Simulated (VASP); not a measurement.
# Tl (P6_3/mmc) in VASP: notebook, part 2 of 2

VASP 6.6.1. The steps go on from the part before.

### Step 4. Single point, PBEsol (strain -0.040 along x and y, -0.080 along z)

File INCAR:

```
SYSTEM = Tl
  PREC = Accurate
  ENCUT = 520
  EDIFF = 1E-6
  ISMEAR = 0
  SIGMA = 0.15
  LREAL = .FALSE.
  LASPH = .TRUE.
  NELM = 80
  ALGO = Fast
  ISIF = 2
  LWAVE = .FALSE.
  LCHARG = .FALSE.
  GGA = PS
  NBANDS = 20
```

File KPOINTS:

```
Automatic mesh
0
G
  18 18 10
  0 0 0
```

File POSCAR:

```
Tl
1.0
    3.3177584223      0.0000000000      0.0000000000
   -1.6588792112      2.8732630773      0.0000000000
    0.0000000000      0.0000000000      5.0830000000
Tl
2
Direct
    0.3333333333      0.6666666667      0.2500000000
    0.6666666667      0.3333333333      0.7500000000
```

Potentials or basis: VASP PAW PBE potentials, release 64 (Tl_d).

Command:

```sh
$ cat potpaw_PBE.64/Tl_d/POTCAR > POTCAR
$ mpirun -np 1 vasp_std > vasp.out
```

OUTCAR:

```text
SYSTEM = Tl
   PREC = Accurate
   ENCUT = 520
   EDIFF = 1E-6
   ISMEAR = 0
   LREAL = .FALSE.
   LASPH = .TRUE.
   NELM = 80
   ISIF = 2
   GGA = PS

 ion  position               nearest neighbor table
   1  0.333  0.667  0.250-   2 3.18   2 3.18   2 3.18   2 3.18   2 3.18   2 3.18
   2  0.667  0.333  0.750-   1 3.18   1 3.18   1 3.18   1 3.18   1 3.18   1 3.18

  LATTYP: Found a hexagonal cell.
 ALAT       =     3.3177584223
 C/A-ratio  =     1.5320585025

  Lattice vectors:

 A1 = (   3.3177584223,   0.0000000000,   0.0000000000)
 A2 = (  -1.6588792112,   2.8732630773,   0.0000000000)
 A3 = (   0.0000000000,   0.0000000000,   5.0830000000)

Analysis of symmetry for initial positions (statically):
=====================================================================
 Subroutine PRICEL returns:
 Original cell was already a primitive cell.

 Routine SETGRP: Setting up the symmetry group for a
 hexagonal supercell.

 Subroutine GETGRP returns: Found 24 space group operations
 (whereof 12 operations were pure point group operations)
 out of a pool of 24 trial point group operations.

The static configuration has the point symmetry D_3d.
 The point group associated with its full space group is D_6h.

Analysis of symmetry for dynamics (positions and initial velocities):
=====================================================================
 Subroutine PRICEL returns:
 Original cell was already a primitive cell.

 Routine SETGRP: Setting up the symmetry group for a
 hexagonal supercell.

 Subroutine GETGRP returns: Found 24 space group operations
 (whereof 12 operations were pure point group operations)
 out of a pool of 24 trial point group operations.

The dynamic configuration has the point symmetry D_3d.
 The point group associated with its full space group is D_6h.

 Subroutine INISYM returns: Found 24 space group operations
 (whereof 12 operations are pure point group operations),
 and found     1 'primitive' translations

----------------------------------------------------------------------------------------

                                     Primitive cell

  volume of cell :      48.4552

  direct lattice vectors                    reciprocal lattice vectors
     3.317758422  0.000000000  0.000000000     0.301408322  0.174018176  0.000000000
    -1.658879211  2.873263077  0.000000000     0.000000000  0.348036352  0.000000000
     0.000000000  0.000000000  5.083000000     0.000000000  0.000000000  0.196734212

  length of vectors
     3.317758422  3.317758422  5.083000000     0.348036352  0.348036352  0.196734212

  position of ions in fractional coordinates (direct lattice)
     0.333333333  0.666666667  0.250000000
     0.666666667  0.333333333  0.750000000

  ion indices of the primitive-cell ions
   primitive index   ion index
                 1           1
                 2           2

----------------------------------------------------------------------------------------

 KPOINTS: Automatic mesh

Automatic generation of k-mesh.
 Grid dimensions read from file:
 generate k-points for:   18   18   10

 Generating k-lattice:

  Cartesian coordinates                     Fractional coordinates (reciprocal lattice)
     0.016744907  0.009667676  0.000000000     0.055555556  0.000000000  0.000000000
     0.000000000  0.019335353  0.000000000     0.000000000  0.055555556  0.000000000
     0.000000000  0.000000000  0.019673421     0.000000000  0.000000000  0.100000000

  Length of vectors
     0.019335353  0.019335353  0.019673421

  Shift w.r.t. Gamma in fractional coordinates (k-lattice)
     0.000000000  0.000000000  0.000000000

 Subroutine IBZKPT returns following result:
 ===========================================

 Found    222 irreducible k-points:

 Following reciprocal coordinates:
            Coordinates               Weight
  0.000000  0.000000  0.000000      1.000000
  0.055556  0.000000  0.000000      6.000000
  0.111111  0.000000  0.000000      6.000000
  0.166667 -0.000000  0.000000      6.000000
  0.222222 -0.000000  0.000000      6.000000
  0.277778 -0.000000  0.000000      6.000000
[... 16 lines left out ...]
  0.333333  0.111111  0.000000     12.000000
  0.388889  0.111111  0.000000     12.000000
 [... further k-points ...]
   k-points           NKPTS =    222   k-points in BZ     NKDIM =    222   number of bands    NBANDS=     20
   number of dos      NEDOS =    301   number of ions     NIONS =      2
   total plane-waves  NPLWV =  31360
   dimension x,y,z NGX =    28 NGY =   28 NGZ =   40
   dimension x,y,z NGXF=    56 NGYF=   56 NGZF=   80
   ions per type =               2
   NGX,Y,Z   is equivalent  to a cutoff of  14.03, 14.03, 13.08 a.u.
   NGXF,Y,Z  is equivalent  to a cutoff of  28.06, 28.06, 26.17 a.u.
 SYSTEM =  Tl
   PREC   = accura    normal or accurate (medium, high low for compatibility)
   ISTART =      0    job   : 0-new  1-cont  2-samecut
   ICHARG =      2    charge: 1-file 2-atom 10-const
   ISPIN  =      1    spin polarized calculation?
   LNONCOLLINEAR =      F non collinear calculations
   LSORBIT =      F    spin-orbit coupling
   LASPH  =      T    aspherical Exc in radial PAW
   ENCUT  =  520.0 eV  38.22 Ry    6.18 a.u.   6.17  6.17  9.45*2*pi/ulx,y,z
   NELM   =     80;   NELMIN=  2; NELMDL= -5     # of ELM steps
   EDIFF  = 0.1E-05   stopping-criterion for ELM
   LREAL  =      F    real-space projection
   EDIFFG = 0.1E-04   stopping-criterion for IOM
   NSW    =      0    number of steps for IOM
   IBRION =     -1    ionic relax: 0-MD 1-quasi-New 2-CG
   NFREE  =      0    steps in history (QN), initial steepest desc. (CG)
   ISIF   =      2    stress and relaxation
   ISYM   =      2    0-nonsym 1-usesym 2-fastsym
   POTIM  = 0.5000    time-step for ionic-motion
   TEBEG  =    0.0;   TEEND  =   0.0 temperature during run
   PSTRESS=    0.0 pullay stress
   NELECT =      26.0000    total number of electrons
   NUPDOWN=      -1.0000    fix difference up-down
   EMIN   =  10.00;   EMAX   =-10.00  energy-range for DOS
   EFERMI =   0.00;   METHOD = LEGACY
   ISMEAR =     0;   SIGMA  =   0.15  broadening in eV -4-tet -1-fermi 0-gaus
   EFERMI_NEDOS =   21; number of points for ismear=-14 and -15
   IALGO  =     68    algorithm
   IMIX   =      4    mixing-type and parameters
     AMIX     =   0.40;   BMIX     =  1.00
     AMIX_MAG =   1.60;   BMIX_MAG =  1.00
  volume/ion in A,a.u.               =      24.23       163.50
  Fermi-wavevector in a.u.,A,eV,Ry     =   1.330309  2.513919 24.078530  1.769722
  Thomas-Fermi vector in A             =   2.459406
   LORBIT       =      0    0 simple, 1 ext, 2 COOP (PROOUT), +10 PAW based schemes
   GGA     = PS    functional components
   LHFCALC =     F    Hartree Fock is set to
   AEXX    =    0.0000 exact exchange contribution
   IVDW    =     0    specifies the selected vdW correction
   LEPSILON=     F    determine dielectric tensor
   LRPA    =     F    only Hartree local field effects (RPA)
 non-spin polarized calculation
 RMM-DIIS sequential band-by-band and
 Gauss-broadening in eV      SIGMA  =   0.15
  energy-cutoff  :      520.00
  volume of cell :       48.46
 maximum number of plane-waves:      1328
 NGX is ok and might be reduce to    28
   NGX = 13   NGY = 13   NGZ = 19

 number of electron      26.0000002 magnetization

 Free energy of the ion-electron system (eV)
  ---------------------------------------------------
  ext. energy  EPLUGINS =         0.00000000
  ---------------------------------------------------
  free energy    TOTEN  =        -5.03242491 eV

  energy without entropy =       -5.02155796  energy(sigma->0) =       -5.02699143

 E-fermi :   8.3126     XC(G=0): -11.2198

 val. band max:        8.3110069602   @ k =   0.2778   0.2222   0.1000
 cond. band min:       8.3148449319   @ k =   0.2778  -0.0000   0.2000
 fundamental gap:      0.0038379717
 Fermi energy:         8.3126247202

 k-point     1 :       0.0000    0.0000    0.0000
  band No.  band energies     occupation
      1      -3.9415      2.00000
      2      -3.4682      2.00000
      3      -3.4682      2.00000
      4      -3.4513      2.00000
      5      -3.3690      2.00000
      6      -3.3690      2.00000
[... 12 lines left out ...]
     19      19.6227      0.00000
     20      21.3656      0.00000

 k-point     2 :       0.0556    0.0000    0.0000
  band No.  band energies     occupation
      1      -3.9249      2.00000
      2      -3.5164      2.00000
      3      -3.4498      2.00000
      4      -3.4032      2.00000
      5      -3.3791      2.00000
      6      -3.3783      2.00000
[... 498 lines left out ...]
 k-point    24 :       0.3889    0.1111    0.0000
  band No.  band energies     occupation
      1      -3.9631      2.00000
      2      -3.8757      2.00000
      3      -3.6760      2.00000
      4      -3.5929      2.00000
      5      -3.2245      2.00000
      6      -3.1968      2.00000
[... 12 lines left out ...]
     19      17.5168      0.00000
     20      18.6388      0.00000

 [... further k-points ...]
[... 5 lines left out ...]
  --------------------------------------------------------------------------------------
  -------------------------------------------------------------------------------------
  Total        2.6116212      2.6116212      3.5198282     -0.0000000      0.0000000      0.0000000
  in kB       86.3536124     86.3536124    116.3835995     -0.0000000      0.0000000      0.0000000
  external PRESSURE =      96.3636081 kB  Pullay stress =       0.0000000 kB

 VOLUME and BASIS-vectors are now :
 -----------------------------------------------------------------------------
  energy-cutoff  :      520.00
  volume of cell :       48.46
      direct lattice vectors                 reciprocal lattice vectors
     3.317758422  0.000000000  0.000000000     0.301408322  0.174018176  0.000000000
    -1.658879211  2.873263077  0.000000000     0.000000000  0.348036352  0.000000000
     0.000000000  0.000000000  5.083000000     0.000000000  0.000000000  0.196734212

 POSITION                                       TOTAL-FORCE (eV/Angst)
 -----------------------------------------------------------------------------------
     -0.00000      1.91551      1.27075         0.000000     -0.000000      0.000000
      1.65888      0.95775      3.81225        -0.000000      0.000000      0.000000
 -----------------------------------------------------------------------------------
    total drift:                                0.000000     -0.000000      0.000000

  FREE ENERGIE OF THE ION-ELECTRON SYSTEM (eV)
  ---------------------------------------------------
  free  energy   TOTEN  =        -5.0324249091 eV

  energy  without entropy=       -5.0215579554  energy(sigma->0) =       -5.02699143
```

Run time: 3.6 min. Hardware: 1 thread of Oxide Virtual Turin-like, shared host; peak memory 0.26 GiB.

Results:

```
Free energy            : -5.0324 eV
Pressure               : 9.6 GPa
Band gap on the k mesh : zero (band 13 reaches 13.09 eV, above the bottom of band 14 at 5.42 eV)
```

Stress tensor (GPa, compression positive):
```
 8.64  0.00  0.00
 0.00  8.64  0.00
 0.00  0.00 11.64
```

Caveat: the cell differs from its parent crystal (strain -0.040 along x and y, -0.080 along z); the PAW data sets were made with another functional, which shifts forces and pressure a little; spin-orbit coupling is left out, which moves the levels of the heavy elements.

### Step 5. Single point, PBEsol (strain -0.080 along x and y, +0.040 along z)

File INCAR:

```
ALGO = Fast ; EDIFF = 1E-7
ENCUT = 520 ; GGA = PS
ISIF = 2 ; ISMEAR = 0
LASPH = T ; LCHARG = T
LELF = T ; LREAL = F
LVHAR = T ; LWAVE = F
NBANDS = 20 ; NELM = 100
PREC = Accurate ; SIGMA = 0.15
```

File KPOINTS:

```
k-points
0
Gamma
  18 18 10
```

File POSCAR:

```
Tl
1.0
    3.1795184880      0.0000000000      0.0000000000
   -1.5897592440      2.7535437824      0.0000000000
    0.0000000000      0.0000000000      5.7460000000
Tl
2
Direct
    0.3333333333      0.6666666667      0.2500000000
    0.6666666667      0.3333333333      0.7500000000
```

Command:

```sh
$ cat potpaw_PBE.64/Tl_d/POTCAR > POTCAR
$ mpirun -np 1 vasp_std > vasp.out
```

Run time: 3 min. Hardware: 1 thread of Oxide Virtual Turin-like, shared host; peak memory 0.26 GiB.

It converged, with:

```yaml
Free_energy: -5.0808 eV
Pressure: 6.9 GPa
Band_gap_on_the_k_mesh: zero (band 13 reaches 10.70 eV, above the bottom of band 14 at 5.08 eV)
```

Stress tensor (GPa, compression positive):
```
8.79 0.00 0.00
0.00 8.79 0.00
0.00 0.00 3.19
```

Levels at points of the mesh, in eV from the Fermi level:
```tsv
k point	band 11	band 12	band 13	band 14	band 15	band 16
(0.00, 0.00, 0.00)	-11.02	-6.34	-3.85	8.65	10.58	10.58
(0.50, 0.00, 0.00)	-5.30	-4.54	-1.18	-0.45	1.28	3.83
(0.00, 0.00, 0.50)	-9.59	-9.59	1.88	1.88	11.44	11.44
(0.50, 0.00, 0.50)	-4.30	-4.30	-2.77	-2.77	5.63	5.63
```

Caveat: the cell differs from its parent crystal (strain -0.080 along x and y, +0.040 along z); the PAW data sets were made with another functional, which shifts forces and pressure a little; spin-orbit coupling is left out, which moves the levels of the heavy elements.

### Step 6. Summary

```tsv
cell	further INCAR settings	gap on the mesh (eV)	pressure (GPa)
a = 3.180, b = 3.180, c = 5.304 Å, angles 90.0, 90.0, 120.0°, 2 atoms	ALGO = Fast; EDIFF = 1e-07; NBANDS = 20	none	13.2
a = 3.180, b = 3.180, c = 5.525 Å, angles 90.0, 90.0, 120.0°, 2 atoms	ALGO = Fast; EDIFF = 1e-07; NBANDS = 20	none	9.6
a = 3.318, b = 3.318, c = 5.083 Å, angles 90.0, 90.0, 120.0°, 2 atoms	ALGO = Fast; EDIFF = 1e-06; NBANDS = 20	none	9.6
a = 3.180, b = 3.180, c = 5.746 Å, angles 90.0, 90.0, 120.0°, 2 atoms	ALGO = Fast; EDIFF = 1e-07; NBANDS = 20	none	6.9
```

Alike in all rows: task single point; level PBEsol; potentials or basis VASP PAW PBE potentials, release 64 (Tl_d); no spin polarisation; k mesh 18 × 18 × 10; cutoff (eV) 520; smearing gaussian 0.15 eV.

Caveats: the PAW data sets were made with another functional, which shifts forces and pressure a little; spin-orbit coupling is left out, which moves the levels of the heavy elements.

Total energies depend on the potentials used, so only differences within one code and one set of settings carry meaning.
